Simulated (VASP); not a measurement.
# CoSn (P6/mmm) in VASP: further runs, part 2 of 2

VASP 6.6.1. Earlier steps stand in the parts before.

### 3 Single point, PBEsol (biaxial strain in the a-b plane: -6.0 %)

Contents of INCAR:

```
PREC     = Accurate       # precision mode
ENCUT    = 520            # plane-wave cutoff, eV
EDIFF    = 1E-6           # SCF threshold, eV
ISMEAR   = 0              # smearing method
SIGMA    = 0.1            # smearing width, eV
LREAL    = False          # projectors in reciprocal space
LASPH    = True           # aspherical terms in the spheres
NELM     = 80             # most SCF steps
ALGO     = Fast           # electronic algorithm
ISIF     = 2              # what is computed and relaxed
LWAVE    = False          # write WAVECAR
LCHARG   = False          # write CHGCAR
GGA      = PS             # functional
NBANDS   = 44             # bands
```

Contents of KPOINTS:

```
Automatic mesh
0
Gamma
  12 12 8
```

Contents of POSCAR:

```
CoSn
1.0
    4.9065328659      0.0000000000      0.0000000000
   -2.4532664329      4.2491821064      0.0000000000
    0.0000000000      0.0000000000      4.3185368753
Co Sn
3 3
Direct
    0.0000000000      0.5000000000      0.0000000000
    0.5000000000      0.5000000000      0.0000000000
    0.5000000000      0.0000000000      0.0000000000
    0.6666666667      0.3333333333      0.5000000000
    0.3333333333      0.6666666667      0.5000000000
    0.0000000000      0.0000000000      0.0000000000
```

Potentials or basis: VASP PAW PBE potentials, release 64 (Co, Sn_d).

Command:

```console
$ cat potpaw_PBE.64/Co/POTCAR potpaw_PBE.64/Sn_d/POTCAR > POTCAR
$ mpirun -np 1 vasp_std > vasp.out
```

Wall time 2.6 min (1 thread of Intel Xeon 6975P-C (Granite Rapids), shared host); peak memory 0.4 GiB.

It converged, with:

| Quantity | Value |
| --- | --- |
| Free energy | -36.1020 eV |
| Pressure | 17.8 GPa |
| Band gap on the k mesh | zero (an odd number of electrons rules out a gap without spin polarisation) |

Stress tensor (GPa, compression positive):
```
26.84  0.00  0.00
 0.00 26.84  0.00
 0.00  0.00 -0.30
```

Levels at points of the mesh, in eV from the Fermi level:
```csv
k point,band 30,band 31,band 32,band 33,band 34,band 35,band 36,band 37,band 38,band 39
"(0.00, 0.00, 0.00)",-0.42,-0.40,-0.40,-0.20,-0.20,0.87,0.96,1.59,1.59,2.53
"(0.50, 0.00, 0.00)",-1.07,-0.67,-0.37,-0.24,0.76,0.98,1.56,1.65,2.21,3.49
"(0.00, 0.00, 0.50)",-1.07,-1.07,-0.45,-0.34,-0.34,-0.26,-0.26,0.11,0.87,1.45
"(0.50, 0.00, 0.50)",-1.22,-1.10,-0.87,-0.57,-0.36,-0.32,0.05,0.54,1.80,4.80
```

Caveat: the cell differs from its parent crystal (biaxial strain in the a-b plane: -6.0 %); the cell stands under pressure; the PAW data sets were made with another functional, which shifts forces and pressure a little; spin-orbit coupling is left out, which moves the levels of the heavy elements; the run has no spin polarisation, though such a crystal can be magnetic.

### 4 Single point, PBEsol (biaxial strain in the a-b plane: -4.0 %, then relaxed in part)

Contents of INCAR:

```
SYSTEM = CoSn
PREC = Accurate
ENCUT = 520
EDIFF = 1E-7
ISMEAR = 0
SIGMA = 0.1
LREAL = .False.
LASPH = .True.
NELM = 80
ALGO = Fast
ISIF = 2
LWAVE = .False.
LCHARG = .True.
GGA = PS
LELF = .True.
LVHAR = .True.
NBANDS = 44
```

Contents of KPOINTS:

```
Automatic mesh
0
Gamma
  12 12 8
  0 0 0
```

POSCAR: that of step 3 with these lines changed.

```diff
@@ -2,5 +2,5 @@
 1.0
-    4.9065328659      0.0000000000      0.0000000000
-   -2.4532664329      4.2491821064      0.0000000000
-    0.0000000000      0.0000000000      4.3185368753
+    5.0109271822      0.0000000000      0.0000000000
+   -2.5054635911      4.3395902363      0.0000000000
+    0.0000000000      0.0000000000      4.2614683405
 Co Sn
```

Command:

```console
$ cat potpaw_PBE.64/Co/POTCAR potpaw_PBE.64/Sn_d/POTCAR > POTCAR
$ mpirun -np 1 vasp_std > vasp.out
```

Wall time 3.6 min (1 thread of Intel Xeon 6975P-C (Granite Rapids), shared host); peak memory 0.43 GiB.

The run converged. Its results:

| Quantity | Value |
| --- | --- |
| Free energy | -36.6151 eV |
| Pressure | 10.7 GPa |
| Band gap on the k mesh | zero (an odd number of electrons rules out a gap without spin polarisation) |

Stress tensor (GPa, compression positive):
```
16.08  0.00  0.00
 0.00 16.08  0.00
 0.00  0.00 -0.08
```

Levels at points of the mesh, in eV from the Fermi level:
```csv
k point,band 31,band 32,band 33,band 34,band 35,band 36,band 37,band 38
"(0.00, 0.00, 0.00)",-0.40,-0.40,-0.27,-0.27,0.76,0.93,1.57,1.57
"(0.50, 0.00, 0.00)",-0.65,-0.38,-0.31,0.86,0.92,1.72,1.72,2.43
"(0.00, 0.00, 0.50)",-1.04,-0.47,-0.35,-0.35,-0.35,-0.35,0.02,0.76
"(0.50, 0.00, 0.50)",-1.06,-0.80,-0.51,-0.38,-0.37,0.00,0.52,1.63
```

Caveat: the cell differs from its parent crystal (biaxial strain in the a-b plane: -4.0 %, then relaxed in part); the cell stands under pressure; the PAW data sets were made with another functional, which shifts forces and pressure a little; spin-orbit coupling is left out, which moves the levels of the heavy elements; the run has no spin polarisation, though such a crystal can be magnetic. Spin polarisation is off, so any magnetic state and its effect on volume and gap are missing.

### 5 Single point, PBEsol (strain along c alone, the other axes held: +2.0 %)

Contents of INCAR:

```
SYSTEM = CoSn
PREC = Accurate
ENCUT = 520
EDIFF = 1E-6
ISMEAR = 0
SIGMA = 0.1
LREAL = .FALSE.
LASPH = .TRUE.
NELM = 60
ALGO = Fast
ISIF = 2
LWAVE = .FALSE.
LCHARG = .FALSE.
GGA = PS
NBANDS = 44
```

Contents of KPOINTS:

```
Automatic mesh
0
G
  12 12 8
  0 0 0
```

POSCAR: that of step 4 with these lines changed.

```diff
@@ -2,5 +2,5 @@
 1.0
-    5.0109271822      0.0000000000      0.0000000000
-   -2.5054635911      4.3395902363      0.0000000000
-    0.0000000000      0.0000000000      4.2614683405
+    5.2197158217      0.0000000000      0.0000000000
+   -2.6098579108      4.5204065021      0.0000000000
+    0.0000000000      0.0000000000      4.2518413221
 Co Sn
```

Command:

```console
$ cat potpaw_PBE.64/Co/POTCAR potpaw_PBE.64/Sn_d/POTCAR > POTCAR
$ mpirun -np 1 vasp_std > vasp.out
```

Run time: 3.4 min. Hardware: 1 thread of Intel Xeon 6975P-C (Granite Rapids), shared host; peak memory 0.45 GiB.

It converged, with:

* Free energy: -36.9466 eV
* Pressure: -2.8 GPa
* Band gap on the k mesh: zero (an odd number of electrons rules out a gap without spin polarisation)

Stress tensor (GPa, compression positive):
```
-1.45  0.00  0.00
 0.00 -1.45  0.00
 0.00  0.00 -5.50
```

Levels at points of the mesh, in eV from the Fermi level:
| k point | band 31 | band 32 | band 33 | band 34 | band 35 | band 36 | band 37 | band 38 |
| --- | --- | --- | --- | --- | --- | --- | --- | --- |
| (0.00, 0.00, 0.00) | -0.40 | -0.40 | -0.35 | -0.35 | 0.57 | 0.68 | 1.41 | 1.41 |
| (0.50, 0.00, 0.00) | -0.61 | -0.38 | -0.36 | 0.78 | 0.96 | 1.68 | 1.76 | 2.42 |
| (0.00, 0.00, 0.50) | -0.94 | -0.46 | -0.42 | -0.42 | -0.35 | -0.35 | -0.08 | 0.57 |
| (0.50, 0.00, 0.50) | -0.96 | -0.69 | -0.44 | -0.42 | -0.36 | -0.09 | 0.47 | 1.34 |

Caveat: the cell differs from its parent crystal (strain along c alone, the other axes held: +2.0 %); the PAW data sets were made with another functional, which shifts forces and pressure a little; spin-orbit coupling is left out, which moves the levels of the heavy elements; the run has no spin polarisation, though such a crystal can be magnetic. Spin polarisation is off, so any magnetic state and its effect on volume and gap are missing.

### 6 Single point, PBEsol (strain along c alone, the other axes held: +4.0 %)

Contents of INCAR:

```
  PREC = Accurate
  ENCUT = 520
  EDIFF = 1E-7
  ISMEAR = 0
  SIGMA = 0.1
  LREAL = F
  LASPH = T
  NELM = 80
  ALGO = Fast
  ISIF = 2
  LWAVE = F
  LCHARG = F
  GGA = PS
  NBANDS = 44
```

Contents of KPOINTS:

```
regular mesh
0
Gamma
  12 12 8
```

POSCAR: that of step 5 with these lines changed.

```diff
@@ -4,3 +4,3 @@
    -2.6098579108      4.5204065021      0.0000000000
-    0.0000000000      0.0000000000      4.2518413221
+    0.0000000000      0.0000000000      4.3352107598
 Co Sn
```

Potentials or basis: VASP PAW PBE potentials, release 64 (Co, Sn_d).

Command:

```console
$ cat potpaw_PBE.64/Co/POTCAR potpaw_PBE.64/Sn_d/POTCAR > POTCAR
$ mpirun -np 1 vasp_std > vasp.out
```

It took 4.2 min on 1 thread of Intel Xeon 6975P-C (Granite Rapids), shared host; peak memory 0.45 GiB.

It converged, with:

| Quantity | Value |
| --- | --- |
| Free energy | -36.8519 eV |
| Pressure | -5.0 GPa |
| Band gap on the k mesh | zero (an odd number of electrons rules out a gap without spin polarisation) |

Stress tensor (GPa, compression positive):
```
-2.57  0.00  0.00
 0.00 -2.57  0.00
 0.00  0.00 -9.95
```

Levels at points of the mesh, in eV from the Fermi level:
```csv
k point,band 32,band 33,band 34,band 35,band 36,band 37
"(0.00, 0.00, 0.00)",-0.37,-0.29,-0.29,0.60,0.66,1.37
"(0.50, 0.00, 0.00)",-0.35,-0.31,0.79,0.86,1.57,1.66
"(0.00, 0.00, 0.50)",-0.42,-0.36,-0.36,-0.33,-0.33,0.00
"(0.50, 0.00, 0.50)",-0.69,-0.42,-0.38,-0.33,-0.07,0.48
```

Caveat: the cell differs from its parent crystal (strain along c alone, the other axes held: +4.0 %); the cell stands under tension; the PAW data sets were made with another functional, which shifts forces and pressure a little; spin-orbit coupling is left out, which moves the levels of the heavy elements; the run has no spin polarisation, though such a crystal can be magnetic. Spin polarisation is off, so any magnetic state and its effect on volume and gap are missing.

### 7 Overview

```csv
cell,further INCAR settings,gap on the mesh (eV),pressure (GPa)
"a = 4.907, b = 4.907, c = 4.315 Å, angles 90.0, 90.0, 120.0°, 6 atoms",ALGO = Fast; EDIFF = 1e-07; NBANDS = 44,none,17.9
"a = 4.907, b = 4.907, c = 4.319 Å, angles 90.0, 90.0, 120.0°, 6 atoms",ALGO = Fast; EDIFF = 1e-06; NBANDS = 44,none,17.8
"a = 5.011, b = 5.011, c = 4.261 Å, angles 90.0, 90.0, 120.0°, 6 atoms",ALGO = Fast; EDIFF = 1e-07; NBANDS = 44,none,10.7
"a = 5.220, b = 5.220, c = 4.252 Å, angles 90.0, 90.0, 120.0°, 6 atoms",ALGO = Fast; EDIFF = 1e-06; NBANDS = 44,none,-2.8
"a = 5.220, b = 5.220, c = 4.335 Å, angles 90.0, 90.0, 120.0°, 6 atoms",ALGO = Fast; EDIFF = 1e-07; NBANDS = 44,none,-5.0
```

Alike in all rows: task single point; level PBEsol; potentials or basis VASP PAW PBE potentials, release 64 (Co, Sn_d); no spin polarisation; k mesh 12 × 12 × 8; cutoff (eV) 520; smearing gaussian 0.1 eV.

Caveats: the PAW data sets were made with another functional, which shifts forces and pressure a little; spin-orbit coupling is left out, which moves the levels of the heavy elements; the run has no spin polarisation, though such a crystal can be magnetic; the cell stands under pressure (at least some runs); the cell stands under tension (at least some runs).

Total energies depend on the potentials used, so only differences within one code and one set of settings carry meaning.
